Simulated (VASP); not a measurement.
# Li8H3F5 (P1) in VASP: single point with PBEsol

Aim: the single point of Li8H3F5 with PBEsol.

Program: VASP 6.6.1. These are calculated values, not measurements. Logs are shortened: lines on timing, memory, paths and dates and some standing lists are left out, and cuts for length are marked.

## 1. The cell of the first run

The typed cell holds 64 atoms: a = 8.015 Å, b = 8.015 Å, c = 8.015 Å, α = 90.00°, β = 90.00°, γ = 90.00°.

## 2. Single point, PBEsol

The input, INCAR:

```
  ALGO = Normal
  EDIFF = 1E-6
  ENCUT = 520
  GGA = PS
  ISIF = 2
  ISMEAR = -1
  ISYM = 0
  LASPH = True
  LCHARG = True
  LELF = True
  LREAL = Auto
  LVHAR = True
  LWAVE = False
  NBANDS = 162
  NELM = 80
  PREC = Accurate
  SIGMA = 0.05
```

The input, KPOINTS:

```
Automatic mesh
0
Gamma
  1 1 1
  0.25 0.25 0.25
```

The input, POSCAR:

```
Li8H3F5
1.0
    8.0148054849      0.0000000000      0.0000000000
    0.0000000000      8.0148054849      0.0000000000
    0.0000000000      0.0000000000      8.0148054849
H F Li
12 20 32
Direct
    0.2473470000      0.0017340000      0.0009600000
    0.2484880000      0.4968700000      0.4991140000
    0.7538530000      0.4984090000      0.9997510000
    0.7525120000      0.4976440000      0.5003340000
    0.0007180000      0.2497260000      0.0009580000
    0.0003770000      0.2515420000      0.4993940000
    0.4994510000      0.2516370000      0.4990350000
    0.0015170000      0.0027120000      0.2500520000
    0.0011550000      0.0020830000      0.7502410000
    0.0004740000      0.4973070000      0.2510180000
    0.0001360000      0.4976480000      0.7491860000
    0.2474150000      0.2500690000      0.2511510000
    0.2506960000      0.9994750000      0.5003050000
    0.2503890000      0.5001770000      0.9997640000
    0.7500340000      0.9996310000      0.0002950000
    0.7499000000      0.0000110000      0.4998490000
    0.0004800000      0.7498820000      0.0001850000
    0.0004100000      0.7507200000      0.4998780000
    0.5001970000      0.2498300000      0.0002430000
    0.5002900000      0.7500750000      0.9999900000
    0.5003760000      0.7489780000      0.4999660000
    0.5000290000      0.9996620000      0.2500080000
    0.4998560000      0.9999000000      0.7501870000
    0.5003930000      0.4998950000      0.2491050000
    0.5004040000      0.4997110000      0.7505870000
    0.2512470000      0.2501170000      0.7503200000
    0.2500630000      0.7494940000      0.2502510000
    0.2501790000      0.7493420000      0.7497770000
    0.7490090000      0.2493010000      0.2498830000
    0.7491870000      0.2491070000      0.7502020000
    0.7507730000      0.7496420000      0.2500940000
    0.7507620000      0.7500070000      0.7500630000
    0.9997910000      0.9997740000      0.0010070000
    0.0007120000      0.9995840000      0.4992240000
    0.0017790000      0.4997510000      0.0008070000
    0.0011850000      0.4993000000      0.4996230000
    0.5008000000      0.0000510000      0.0001020000
    0.4999500000      0.9993860000      0.4997960000
    0.4990800000      0.4995900000      0.0000770000
    0.4997020000      0.4999610000      0.4995110000
    0.2496690000      0.2511580000      0.9988530000
    0.2490580000      0.2486570000      0.5012030000
    0.2492810000      0.7494230000      0.9997320000
    0.2493890000      0.7505600000      0.5004060000
    0.7501750000      0.2488970000      0.0002000000
    0.7507890000      0.2486970000      0.4997550000
    0.7515720000      0.7501810000      0.9999000000
    0.7515330000      0.7505470000      0.5002320000
    0.2508440000      0.0002670000      0.2512610000
    0.2508510000      0.0007080000      0.7489890000
    0.2507900000      0.4992770000      0.2500720000
    0.2512340000      0.4984320000      0.7502640000
    0.7492860000      0.0006830000      0.2503480000
    0.7496150000      0.0006970000      0.7499000000
    0.7498510000      0.4981710000      0.2505830000
    0.7499180000      0.4977090000      0.7494930000
    0.9993440000      0.2506990000      0.2505350000
    0.9998040000      0.2501790000      0.7501150000
    0.0005110000      0.7491390000      0.2506700000
    0.0001740000      0.7490250000      0.7496030000
    0.5010970000      0.2503360000      0.2493450000
    0.5002720000      0.2501210000      0.7503430000
    0.5003140000      0.7496990000      0.2503580000
    0.5006220000      0.7497270000      0.7499890000
```

Potentials or basis: VASP PAW PBE potentials, release 64 (H, F, Li_sv).

Run with:

```sh
$ cat potpaw_PBE.64/H/POTCAR potpaw_PBE.64/F/POTCAR potpaw_PBE.64/Li_sv/POTCAR > POTCAR
$ mpirun -np 1 vasp_std > vasp.out
```

OUTCAR:

```text
EDIFF = 1E-6
   ENCUT = 520
   GGA = PS
   ISIF = 2
   ISMEAR = -1
   ISYM = 0
   LASPH = True
   LREAL = Auto
   NELM = 80
   PREC = Accurate

 ion  position               nearest neighbor table
   1  0.247  0.002  0.001-
   2  0.248  0.497  0.499-
   3  0.754  0.498  1.000-
   4  0.753  0.498  0.500-
   5  0.001  0.250  0.001-
   6  0.000  0.252  0.499-
   7  0.499  0.252  0.499-
   8  0.002  0.003  0.250-
   9  0.001  0.002  0.750-
  10  0.000  0.497  0.251-
  11  0.000  0.498  0.749-
  12  0.247  0.250  0.251-
  13  0.251  0.999  0.500-  50 1.99  44 2.00  49 2.00  42 2.00  38 2.00  34 2.00
  14  0.250  0.500  1.000-  35 1.99  39 1.99  41 2.00  43 2.00  52 2.00  51 2.01
  15  0.750  1.000  0.000-  37 2.00  45 2.00  47 2.00  33 2.00  53 2.00  54 2.01
  16  0.750  0.000  0.500-  46 1.99  48 2.00  53 2.00  38 2.00  54 2.00  34 2.01
  17  0.000  0.750  0.000-  43 1.99  47 1.99  33 2.00  35 2.00  59 2.01  60 2.01
  18  0.000  0.751  0.500-  34 1.99  48 1.99  44 2.00  59 2.00  60 2.00  36 2.02
[... 12 lines left out ...]
  31  0.751  0.750  0.250-  59 2.00  48 2.00  47 2.01  63 2.01  53 2.01  55 2.02
  32  0.751  0.750  0.750-  60 2.00  48 2.00  47 2.00  64 2.00  54 2.01  56 2.02
  33  1.000  1.000  0.001-  15 2.00  17 2.00
  34  0.001  1.000  0.499-  18 1.99  13 2.00  16 2.01
  35  0.002  0.500  0.001-  14 1.99  17 2.00
  36  0.001  0.499  0.500-  18 2.02
  37  0.501  0.000  0.000-  15 2.00  19 2.00  22 2.00  23 2.00  20 2.00
  38  0.500  0.999  0.500-  13 2.00  22 2.00  16 2.00  23 2.01  21 2.01
  39  0.499  0.500  0.000-  14 1.99  24 2.00  25 2.00  19 2.00  20 2.01
  40  0.500  0.500  0.500-  21 2.00  24 2.01  25 2.01
  41  0.250  0.251  0.999-  26 1.99  14 2.00  19 2.01
  42  0.249  0.249  0.501-  26 2.00  13 2.00
  43  0.249  0.749  1.000-  17 1.99  14 2.00  28 2.00  27 2.01  20 2.01
  44  0.249  0.751  0.500-  13 2.00  18 2.00  28 2.00  27 2.00  21 2.01
  45  0.750  0.249  0.000-  15 2.00  29 2.00  19 2.00  30 2.00
  46  0.751  0.249  0.500-  16 1.99  29 2.00  30 2.01
  47  0.752  0.750  1.000-  17 1.99  15 2.00  32 2.00  31 2.01  20 2.01
  48  0.752  0.751  0.500-  18 1.99  16 2.00  32 2.00  31 2.00  21 2.01
  49  0.251  0.000  0.251-  13 2.00  22 2.00  27 2.01
  50  0.251  0.001  0.749-  13 1.99  23 2.00  26 2.00  28 2.01
  51  0.251  0.499  0.250-  24 2.00  27 2.01  14 2.01
  52  0.251  0.498  0.750-  26 1.99  25 2.00  14 2.00  28 2.01
  53  0.749  0.001  0.250-  29 1.99  22 2.00  16 2.00  15 2.00  31 2.01
  54  0.750  0.001  0.750-  30 1.99  23 2.00  16 2.00  15 2.01  32 2.01
  55  0.750  0.498  0.251-  29 1.99  24 2.00  31 2.02
  56  0.750  0.498  0.749-  30 1.99  25 2.00  32 2.02
  57  0.999  0.251  0.251-  29 2.01
  58  1.000  0.250  0.750-  30 2.01  26 2.02
  59  0.001  0.749  0.251-  18 2.00  27 2.00  31 2.00  17 2.01
  60  0.000  0.749  0.750-  32 2.00  18 2.00  28 2.00  17 2.01
  61  0.501  0.250  0.249-  29 1.99  19 2.00  24 2.00  22 2.01
  62  0.500  0.250  0.750-  30 2.00  26 2.00  25 2.00  19 2.00  23 2.01
  63  0.500  0.750  0.250-  21 2.00  24 2.00  22 2.00  27 2.01  20 2.01  31 2.01
  64  0.501  0.750  0.750-  20 2.00  25 2.00  21 2.00  32 2.00  23 2.01  28 2.01

IMPORTANT INFORMATION: All symmetrisations will be switched off!
NOSYMM: (Re-)initialisation of all symmetry stuff for point group C_1.

----------------------------------------------------------------------------------------

                                     Primitive cell

  volume of cell :     514.8479

  direct lattice vectors                    reciprocal lattice vectors
     8.014805485  0.000000000  0.000000000     0.124769092  0.000000000  0.000000000
     0.000000000  8.014805485  0.000000000     0.000000000  0.124769092  0.000000000
     0.000000000  0.000000000  8.014805485     0.000000000  0.000000000  0.124769092

  length of vectors
     8.014805485  8.014805485  8.014805485     0.124769092  0.124769092  0.124769092

  position of ions in fractional coordinates (direct lattice)
     0.247347000  0.001734000  0.000960000
     0.248488000  0.496870000  0.499114000
     0.753853000  0.498409000  0.999751000
     0.752512000  0.497644000  0.500334000
     0.000718000  0.249726000  0.000958000
     0.000377000  0.251542000  0.499394000
[... 56 lines left out ...]
     0.500314000  0.749699000  0.250358000
     0.500622000  0.749727000  0.749989000

  ion indices of the primitive-cell ions
   primitive index   ion index
                 1           1
                 2           2
                 3           3
                 4           4
                 5           5
                 6           6
[... 56 lines left out ...]
                63          63
                64          64

----------------------------------------------------------------------------------------

 KPOINTS: Automatic mesh

Automatic generation of k-mesh.
 Grid dimensions read from file:
 generate k-points for:    1    1    1

 Generating k-lattice:

  Cartesian coordinates                     Fractional coordinates (reciprocal lattice)
     0.124769092  0.000000000  0.000000000     1.000000000  0.000000000  0.000000000
     0.000000000  0.124769092  0.000000000     0.000000000  1.000000000  0.000000000
     0.000000000  0.000000000  0.124769092     0.000000000  0.000000000  1.000000000

  Length of vectors
     0.124769092  0.124769092  0.124769092

  Shift w.r.t. Gamma in fractional coordinates (k-lattice)
     0.250000000  0.250000000  0.250000000

 Subroutine IBZKPT returns following result:
 ===========================================

 Found      4 irreducible k-points:

 Following reciprocal coordinates:
            Coordinates               Weight
  0.250000  0.250000  0.250000      2.000000
 -0.250000  0.250000  0.250000      2.000000
 -0.250000 -0.250000  0.250000      2.000000
  0.250000 -0.250000  0.250000      2.000000
   k-points           NKPTS =      4   k-points in BZ     NKDIM =      4   number of bands    NBANDS=    162
   number of dos      NEDOS =    301   number of ions     NIONS =     64
   total plane-waves  NPLWV = 216000
   dimension x,y,z NGX =    60 NGY =   60 NGZ =   60
   dimension x,y,z NGXF=   120 NGYF=  120 NGZF=  120
   ions per type =              12  20  32
   NGX,Y,Z   is equivalent  to a cutoff of  12.45, 12.45, 12.45 a.u.
   NGXF,Y,Z  is equivalent  to a cutoff of  24.89, 24.89, 24.89 a.u.
 SYSTEM =  unknown system
   PREC   = accura    normal or accurate (medium, high low for compatibility)
   ISTART =      0    job   : 0-new  1-cont  2-samecut
   ICHARG =      2    charge: 1-file 2-atom 10-const
   ISPIN  =      1    spin polarized calculation?
   LNONCOLLINEAR =      F non collinear calculations
   LSORBIT =      F    spin-orbit coupling
   LASPH  =      T    aspherical Exc in radial PAW
   ENCUT  =  520.0 eV  38.22 Ry    6.18 a.u.  14.90 14.90 14.90*2*pi/ulx,y,z
   NELM   =     80;   NELMIN=  2; NELMDL= -5     # of ELM steps
   EDIFF  = 0.1E-05   stopping-criterion for ELM
   LREAL  =      T    real-space projection
   EDIFFG = 0.1E-04   stopping-criterion for IOM
   NSW    =      0    number of steps for IOM
   IBRION =     -1    ionic relax: 0-MD 1-quasi-New 2-CG
   NFREE  =      0    steps in history (QN), initial steepest desc. (CG)
   ISIF   =      2    stress and relaxation
   ISYM   =      0    0-nonsym 1-usesym 2-fastsym
   POTIM  = 0.5000    time-step for ionic-motion
   TEBEG  =    0.0;   TEEND  =   0.0 temperature during run
   PSTRESS=    0.0 pullay stress
   NELECT =     248.0000    total number of electrons
   NUPDOWN=      -1.0000    fix difference up-down
   EMIN   =  10.00;   EMAX   =-10.00  energy-range for DOS
   EFERMI =   0.00;   METHOD = LEGACY
   ISMEAR =    -1;   SIGMA  =   0.05  broadening in eV -4-tet -1-fermi 0-gaus
   EFERMI_NEDOS =   21; number of points for ismear=-14 and -15
   IALGO  =     38    algorithm
   IMIX   =      4    mixing-type and parameters
     AMIX     =   0.40;   BMIX     =  1.00
     AMIX_MAG =   1.60;   BMIX_MAG =  1.00
  volume/ion in A,a.u.               =       8.04        54.29
  Fermi-wavevector in a.u.,A,eV,Ry     =   1.283312  2.425109 22.407310  1.646891
  Thomas-Fermi vector in A             =   2.415573
   LORBIT       =      0    0 simple, 1 ext, 2 COOP (PROOUT), +10 PAW based schemes
   GGA     = PS    functional components
   LHFCALC =     F    Hartree Fock is set to
   AEXX    =    0.0000 exact exchange contribution
   IVDW    =     0    specifies the selected vdW correction
   LEPSILON=     F    determine dielectric tensor
   LRPA    =     F    only Hartree local field effects (RPA)
 non-spin polarized calculation
  energy-cutoff  :      520.00
  volume of cell :      514.85
 maximum number of plane-waves:     13823
   NGX = 29   NGY = 29   NGZ = 29

 number of electron     247.9999435 magnetization

 Free energy of the ion-electron system (eV)
  ---------------------------------------------------
  ext. energy  EPLUGINS =         0.00000000
  ---------------------------------------------------
  free energy    TOTEN  =      -269.49559619 eV

  energy without entropy =     -269.49559619  energy(sigma->0) =     -269.49559619

 E-fermi :   2.3766     XC(G=0):  -9.6507

 val. band max:        1.0177994726   @ k =  -0.2500  -0.2500   0.2500
 cond. band min:       6.6626432797   @ k =   0.2500  -0.2500   0.2500
 fundamental gap:      5.6448438072
 Fermi energy:         2.3765561055

 k-point     1 :       0.2500    0.2500    0.2500
  band No.  band energies     occupation
      1     -42.1595      2.00000
      2     -42.1438      2.00000
      3     -42.1338      2.00000
      4     -42.1261      2.00000
      5     -42.1227      2.00000
      6     -42.1172      2.00000
[... 545 lines left out ...]
    135       8.2663      0.00000
    136       8.4062      0.00000
 [bands above 136 left out]

------------------------ aborting loop because EDIFF is reached ----------------------------------------

  FORCE on cell =-STRESS in cart. coord.  units (eV):
  Direction    XX          YY          ZZ          XY          YZ          ZX
  --------------------------------------------------------------------------------------
  -------------------------------------------------------------------------------------
  Total       -0.7784161     -0.7516137     -0.9142791      0.1418182     -0.1193457     -0.0547049
  in kB       -2.4223865     -2.3389789     -2.8451843      0.4413301     -0.3713969     -0.1702385
  external PRESSURE =      -2.5355165 kB  Pullay stress =       0.0000000 kB

 VOLUME and BASIS-vectors are now :
 -----------------------------------------------------------------------------
  energy-cutoff  :      520.00
  volume of cell :      514.85
      direct lattice vectors                 reciprocal lattice vectors
     8.014805485  0.000000000  0.000000000     0.124769092  0.000000000  0.000000000
     0.000000000  8.014805485  0.000000000     0.000000000  0.124769092  0.000000000
     0.000000000  0.000000000  8.014805485     0.000000000  0.000000000  0.124769092

 POSITION                                       TOTAL-FORCE (eV/Angst)
 -----------------------------------------------------------------------------------
      1.98244      0.01390      0.00769         0.004686      0.000856     -0.001159
      1.99158      3.98232      4.00030         0.002554      0.010795      0.005393
      6.04199      3.99465      8.01281        -0.008371      0.001861      0.006535
      6.03124      3.98852      4.01008        -0.010008      0.003698     -0.008929
      0.00575      2.00151      0.00768         0.002074      0.013755     -0.004072
      0.00302      2.01606      4.00255         0.005642     -0.000570      0.005890
[... 56 lines left out ...]
      4.00992      6.00869      2.00657         0.002803     -0.013282     -0.019825
      4.01239      6.00892      6.01102         0.000048     -0.017096      0.011202
 -----------------------------------------------------------------------------------
    total drift:                                0.083440     -0.066263      0.012115

  FREE ENERGIE OF THE ION-ELECTRON SYSTEM (eV)
  ---------------------------------------------------
  free  energy   TOTEN  =      -269.4955961884 eV

  energy  without entropy=     -269.4955961884  energy(sigma->0) =     -269.49559619
```

It took 10 min on 1 thread of AMD EPYC 7R13 (Zen 3), shared host; peak memory 0.56 GiB.

What came out:

- Free energy: -269.4956 eV
- Largest force: 0.024 eV/Å
- Band gap on the k mesh: 5.64 eV (least direct gap 5.67 eV)

Forces on the atoms (eV/Å):
```
H    0.005  0.001 -0.001
H    0.003  0.011  0.005
H   -0.008  0.002  0.007
H   -0.010  0.004 -0.009
H    0.002  0.014 -0.004
H    0.006 -0.001  0.006
H   -0.008 -0.006  0.000
H   -0.003 -0.002 -0.002
H   -0.008  0.001  0.000
H   -0.007  0.007 -0.001
H   -0.006  0.005 -0.003
H    0.005  0.001  0.002
F    0.000 -0.003  0.012
F    0.006 -0.004  0.001
F    0.004  0.006 -0.004
F    0.003 -0.001  0.004
F    0.003 -0.010  0.002
F    0.003  0.006  0.003
F   -0.005  0.007  0.001
F   -0.001 -0.006 -0.001
F    0.001 -0.001  0.004
F    0.000  0.003  0.012
F    0.004  0.000 -0.015
F    0.009  0.000  0.010
F    0.009  0.002 -0.015
F   -0.007 -0.010 -0.010
F   -0.008 -0.003  0.011
F   -0.009  0.001 -0.007
F    0.001 -0.004  0.009
F    0.006 -0.007 -0.010
F    0.010  0.004  0.015
F    0.007  0.000 -0.015
Li   0.002 -0.006  0.002
Li   0.005 -0.006  0.001
Li   0.001  0.011 -0.002
Li  -0.001  0.001 -0.003
Li   0.001  0.000  0.012
Li  -0.005 -0.016 -0.007
Li  -0.008  0.009  0.003
Li  -0.002  0.011 -0.006
Li  -0.007 -0.004 -0.002
Li  -0.016  0.001 -0.001
Li  -0.010 -0.004  0.006
Li  -0.009  0.003 -0.004
Li   0.009 -0.015 -0.001
Li   0.022 -0.010  0.005
Li   0.011  0.006  0.005
Li   0.007  0.003 -0.003
Li   0.002  0.005  0.006
Li   0.001  0.015  0.001
Li   0.013 -0.001 -0.016
Li   0.004 -0.003  0.008
Li  -0.005  0.001 -0.006
Li  -0.005  0.006  0.004
Li  -0.005 -0.003 -0.007
Li  -0.005  0.001  0.006
Li  -0.011  0.002 -0.009
Li   0.003  0.007  0.006
Li  -0.003 -0.010 -0.017
Li   0.004 -0.009  0.015
Li  -0.004  0.009 -0.016
Li   0.000  0.012  0.021
Li   0.003 -0.013 -0.020
Li   0.000 -0.017  0.011
```

Caveat: the cutoff is under 1.25 times the usual one of these potentials, so pressure, stress and relaxed cells hold a basis-set (Pulay) error; the PAW data sets were made with another functional, which shifts forces and pressure a little; a shifted mesh leaves out Γ, where band edges can lie.
